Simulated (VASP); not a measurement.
# SiMo3 (Pm-3n) in VASP: a series of runs

Aim: see how the results for SiMo3 move with the level of theory and the settings. Levels: PBEsol+U, PBEsol. Tasks: single point.

Everything below comes from runs of VASP 6.6.1. Logs are shortened: lines on timing, memory, paths and dates and some standing lists are left out, and cuts for length are marked.

## (1) The cell of the first run

It takes space group Pm-3n (No. 223, cubic). The conventional cell has a = 4.862 Å, b = 4.862 Å, c = 4.862 Å, α = 90.00°, β = 90.00°, γ = 90.00°. Si (site symmetry m-3) has 12 Mo at 2.72 Å within 3.6 Å. Within 3.2 Å of Mo (site symmetry -4m2) lie 10 Mo at 2.43 to 2.98 Å and 4 Si at 2.72 Å.

## (2) Single point, PBEsol+U

INCAR

```
PREC     = Accurate       # precision mode
ENCUT    = 520            # plane-wave cutoff, eV
EDIFF    = 1E-6           # SCF threshold, eV
ISMEAR   = 0              # smearing method
SIGMA    = 0.1            # smearing width, eV
LREAL    = False          # projectors in reciprocal space
LASPH    = True           # aspherical terms in the spheres
NELM     = 150            # most SCF steps
ALGO     = Fast           # electronic algorithm
ISIF     = 2              # what is computed and relaxed
LWAVE    = False          # write WAVECAR
LCHARG   = False          # write CHGCAR
LMAXMIX  = 4              # l up to which the mixer works
LDAU     = True           # DFT+U
LDAUTYPE = 2            
LDAUL    = -1 2           # shell
LDAUU    = 0 8            # U, eV
LDAUJ    = 0 0          
LDAUPRINT= 1            
GGA      = PS             # functional
NBANDS   = 56             # bands
```

KPOINTS

```
regular mesh
0
Gamma
  8 8 8
```

POSCAR

```
SiMo3
1.0
    4.8615851670      0.0000000000      0.0000000000
    0.0000000000      4.8615851670      0.0000000000
    0.0000000000      0.0000000000      4.8615851670
Si Mo
2 6
Direct
    0.0000000000      0.0000000000      0.0000000000
    0.5000000000      0.5000000000      0.5000000000
    0.2500000000      0.0000000000      0.5000000000
    0.5000000000      0.7500000000      0.0000000000
    0.7500000000      0.0000000000      0.5000000000
    0.5000000000      0.2500000000      0.0000000000
    0.0000000000      0.5000000000      0.7500000000
    0.0000000000      0.5000000000      0.2500000000
```

Potentials or basis: VASP PAW PBE potentials, release 64 (Si, Mo_sv).

Run with:

```sh
> cat potpaw_PBE.64/Si/POTCAR potpaw_PBE.64/Mo_sv/POTCAR > POTCAR
> mpirun -np 1 vasp_std > vasp.out
```

OUTCAR:

```text
PREC = Accurate
   ENCUT = 520
   EDIFF = 1E-6
   ISMEAR = 0
   LREAL = False
   LASPH = True
   NELM = 150
   ISIF = 2
   GGA = PS

 ion  position               nearest neighbor table
   1  0.000  0.000  0.000-   3 2.72   4 2.72   5 2.72   6 2.72   7 2.72   8 2.72   3 2.72   5 2.72
                             7 2.72   8 2.72   4 2.72   6 2.72
   2  0.500  0.500  0.500-   3 2.72   4 2.72   5 2.72   6 2.72   7 2.72   8 2.72   4 2.72   6 2.72
                             3 2.72   5 2.72   7 2.72   8 2.72
   3  0.250  0.000  0.500-   5 2.43   5 2.43   1 2.72   1 2.72   2 2.72   2 2.72   8 2.98   4 2.98
                             4 2.98   6 2.98   6 2.98   7 2.98   8 2.98   7 2.98
   4  0.500  0.750  0.000-   6 2.43   6 2.43   1 2.72   2 2.72   2 2.72   1 2.72   8 2.98   5 2.98
                             3 2.98   5 2.98   3 2.98   7 2.98   7 2.98   8 2.98
   5  0.750  0.000  0.500-   3 2.43   3 2.43   1 2.72   1 2.72   2 2.72   2 2.72   8 2.98   4 2.98
                             4 2.98   6 2.98   6 2.98   7 2.98   8 2.98   7 2.98
   6  0.500  0.250  0.000-   4 2.43   4 2.43   1 2.72   2 2.72   2 2.72   1 2.72   8 2.98   3 2.98
                             3 2.98   5 2.98   5 2.98   7 2.98   7 2.98   8 2.98
   7  0.000  0.500  0.750-   8 2.43   8 2.43   1 2.72   2 2.72   1 2.72   2 2.72   3 2.98   4 2.98
                             5 2.98   3 2.98   5 2.98   6 2.98   4 2.98   6 2.98
   8  0.000  0.500  0.250-   7 2.43   7 2.43   1 2.72   2 2.72   1 2.72   2 2.72   3 2.98   4 2.98
                             5 2.98   3 2.98   5 2.98   6 2.98   4 2.98   6 2.98

  LATTYP: Found a simple cubic cell.
 ALAT       =     4.8615851670

  Lattice vectors:

 A1 = (   4.8615851670,   0.0000000000,   0.0000000000)
 A2 = (   0.0000000000,   4.8615851670,   0.0000000000)
 A3 = (   0.0000000000,   0.0000000000,   4.8615851670)

Analysis of symmetry for initial positions (statically):
=====================================================================
 Subroutine PRICEL returns:
 Original cell was already a primitive cell.

 Routine SETGRP: Setting up the symmetry group for a
 simple cubic supercell.

 Subroutine GETGRP returns: Found 48 space group operations
[... 361 lines left out ...]
  o =  0.3361  v =  0.0000  0.9986  0.0000  0.0531 -0.0000  0.0000  0.0000  0.0000  0.0000  0.0000      0.0000  0.0000  0.0000  0.0000  0.0000  0.0000  0.0000  0.0000  0.0000  0.0000
  o =  0.3361  v =  0.0000  0.0000  0.0000  0.0000  0.0000  0.0000  0.9986  0.0000  0.0531 -0.0000      0.0000  0.0000  0.0000  0.0000  0.0000  0.0000  0.0000  0.0000  0.0000  0.0000
  o =  0.3361  v =  0.0000  0.0531 -0.0000 -0.9986 -0.0000  0.0000  0.0000  0.0000  0.0000  0.0000      0.0000  0.0000  0.0000  0.0000  0.0000  0.0000  0.0000  0.0000  0.0000  0.0000
  o =  0.3361  v =  0.0000  0.0000  0.0000  0.0000  0.0000  0.0000  0.0531 -0.0000 -0.9986 -0.0000      0.0000  0.0000  0.0000  0.0000  0.0000  0.0000  0.0000  0.0000  0.0000  0.0000
  o =  0.3626  v =  1.0000  0.0000  0.0000  0.0000  0.0000  0.0000  0.0000  0.0000  0.0000  0.0000      0.0000  0.0000  0.0000  0.0000  0.0000  0.0000  0.0000  0.0000  0.0000  0.0000
  o =  0.3626  v =  0.0000  0.0000  0.0000  0.0000  0.0000  1.0000  0.0000  0.0000  0.0000  0.0000      0.0000  0.0000  0.0000  0.0000  0.0000  0.0000  0.0000  0.0000  0.0000  0.0000
  o =  0.3894  v =  0.0000  0.0000  0.0000  0.0000  0.0000  0.0000 -0.0000  0.0000  0.0000 -1.0000      0.0000  0.0000  0.0000  0.0000  0.0000  0.0000  0.0000  0.0000  0.0000  0.0000
  o =  0.3894  v =  0.0000 -0.0000  0.0000  0.0000 -1.0000  0.0000  0.0000  0.0000  0.0000  0.0000      0.0000  0.0000  0.0000  0.0000  0.0000  0.0000  0.0000  0.0000  0.0000  0.0000
  o =  0.5840  v =  0.0000  0.0000  0.0000  0.0000  0.0000  0.0000  0.0000 -1.0000  0.0000 -0.0000      0.0000  0.0000  0.0000  0.0000  0.0000  0.0000  0.0000  0.0000  0.0000  0.0000
  o =  0.5840  v =  0.0000  0.0000 -1.0000  0.0000 -0.0000  0.0000  0.0000  0.0000  0.0000  0.0000      0.0000  0.0000  0.0000  0.0000  0.0000  0.0000  0.0000  0.0000  0.0000  0.0000

 number of electron      91.9999998 magnetization

 Free energy of the ion-electron system (eV)
  ---------------------------------------------------
  ext. energy  EPLUGINS =         0.00000000
  ---------------------------------------------------
  free energy    TOTEN  =       -28.20861134 eV

  energy without entropy =      -28.19194227  energy(sigma->0) =      -28.20027681

 E-fermi :  13.2821     XC(G=0): -13.3414

 val. band max:       13.2435136967   @ k =   0.3750   0.3750   0.1250
 cond. band min:      13.2843047094   @ k =   0.2500   0.2500   0.0000
 fundamental gap:      0.0407910127
 Fermi energy:        13.2820584533

 k-point     1 :       0.0000    0.0000    0.0000
  band No.  band energies     occupation
      1     -48.5331      2.00000
      2     -48.4090      2.00000
      3     -48.4090      2.00000
      4     -48.0626      2.00000
      5     -48.0626      2.00000
      6     -48.0626      2.00000
[... 1405 lines left out ...]
     55      15.9417      0.00000
     56      16.4745      0.00000

 [... further k-points ...]

------------------------ aborting loop because EDIFF is reached ----------------------------------------

  FORCE on cell =-STRESS in cart. coord.  units (eV):
  Direction    XX          YY          ZZ          XY          YZ          ZX
  --------------------------------------------------------------------------------------
  -------------------------------------------------------------------------------------
  Total        9.8975094      9.8975094      9.8975094      0.0000000      0.0000000     -0.0000000
  in kB      138.0075387    138.0075387    138.0075387      0.0000000      0.0000000     -0.0000000
  external PRESSURE =     138.0075387 kB  Pullay stress =       0.0000000 kB

 VOLUME and BASIS-vectors are now :
 -----------------------------------------------------------------------------
  energy-cutoff  :      520.00
  volume of cell :      114.90
      direct lattice vectors                 reciprocal lattice vectors
     4.861585167  0.000000000  0.000000000     0.205694226  0.000000000  0.000000000
     0.000000000  4.861585167  0.000000000     0.000000000  0.205694226  0.000000000
     0.000000000  0.000000000  4.861585167     0.000000000  0.000000000  0.205694226

 POSITION                                       TOTAL-FORCE (eV/Angst)
 -----------------------------------------------------------------------------------
      0.00000      0.00000      0.00000         0.000000      0.000000      0.000000
      2.43079      2.43079      2.43079         0.000000      0.000000      0.000000
      1.21540      0.00000      2.43079         0.000000     -0.000000     -0.000000
      2.43079      3.64619      0.00000        -0.000000      0.000000      0.000000
      3.64619      0.00000      2.43079        -0.000000     -0.000000     -0.000000
      2.43079      1.21540      0.00000         0.000000     -0.000000     -0.000000
      0.00000      2.43079      3.64619        -0.000000      0.000000      0.000000
      0.00000      2.43079      1.21540         0.000000      0.000000     -0.000000
 -----------------------------------------------------------------------------------
    total drift:                                0.000000      0.000000     -0.000000

  FREE ENERGIE OF THE ION-ELECTRON SYSTEM (eV)
  ---------------------------------------------------
  free  energy   TOTEN  =       -28.2086113403 eV

  energy  without entropy=      -28.1919422699  energy(sigma->0) =      -28.20027681
```

OSZICAR:

```text
N       E                     dE             d eps       ncg     rms          rms(c)
DAV:   1     0.116897688577E+04    0.11690E+04   -0.55912E+04  3936   0.169E+03
DAV:   2     0.170570278501E+02   -0.11519E+04   -0.11228E+04  4216   0.530E+02
DAV:   3    -0.317916484099E+02   -0.48849E+02   -0.47259E+02  5096   0.978E+01
[... 13 lines left out ...]
RMM:  17    -0.282086034615E+02   -0.25823E-04   -0.25994E-04  5077   0.367E-02    0.918E-03
RMM:  18    -0.282086087776E+02   -0.53161E-05   -0.88203E-05  4684   0.272E-02    0.108E-02
RMM:  19    -0.282086101080E+02   -0.13304E-05   -0.16788E-05  4090   0.119E-02    0.555E-03
RMM:  20    -0.282086113324E+02   -0.12244E-05   -0.10692E-05  3987   0.843E-03    0.461E-03
RMM:  21    -0.282086113403E+02   -0.78908E-08   -0.22823E-06  3150   0.422E-03
   1 F= -.28208611E+02 E0= -.28200277E+02  d E =-.166691E-01
```

stdout:

```text
POSCAR found type information on POSCAR SiMo
 POSCAR found :  2 types and       8 ions
 scaLAPACK will be used
 -----------------------------------------------------------------------------
|                                                                             |
|                                                                             |
|     You enforced a specific xc type in the INCAR file but a different       |
|     I HOPE YOU KNOW WHAT YOU ARE DOING!                                     |
|                                                                             |
 -----------------------------------------------------------------------------

 LDA part: xc-table for (Slater+PW92), standard interpolation
 POSCAR, INCAR and KPOINTS ok, starting setup
 FFT: planning ... GRIDC
 FFT: planning ... GRID_SOFT
 FFT: planning ... GRID
 WAVECAR not read
 entering main loop
```

Run time: 6.4 min. Hardware: 1 thread of AMD EPYC 7R43 (Zen 3), shared host; peak memory 0.27 GiB.

What came out:

```
Free energy            : -28.2086 eV
Pressure               : 13.8 GPa
Band gap on the k mesh : zero (bands 46 and 47 overlap by 2.98 eV)
```

Eigenvalues of the final occupation matrices:
```
    site  spin  trace               eigenvalues
site 3 d     1   2.01  0.34 0.34 0.36 0.39 0.58
site 3 d     2   2.01  0.34 0.34 0.36 0.39 0.58
site 4 d     1   2.01  0.34 0.34 0.36 0.39 0.58
site 4 d     2   2.01  0.34 0.34 0.36 0.39 0.58
site 5 d     1   2.01  0.34 0.34 0.36 0.39 0.58
site 5 d     2   2.01  0.34 0.34 0.36 0.39 0.58
site 6 d     1   2.01  0.34 0.34 0.36 0.39 0.58
site 6 d     2   2.01  0.34 0.34 0.36 0.39 0.58
site 7 d     1   2.01  0.34 0.34 0.36 0.39 0.58
site 7 d     2   2.01  0.34 0.34 0.36 0.39 0.58
site 8 d     1   2.01  0.34 0.34 0.36 0.39 0.58
site 8 d     2   2.01  0.34 0.34 0.36 0.39 0.58
```

Caveat: the cell stands under pressure; the PAW data sets were made with another functional, which shifts forces and pressure a little; U without spin polarisation on a metal has little footing; the U is typed as a test and isn't derived for this compound.

(Part 1 of 2 ends here.)
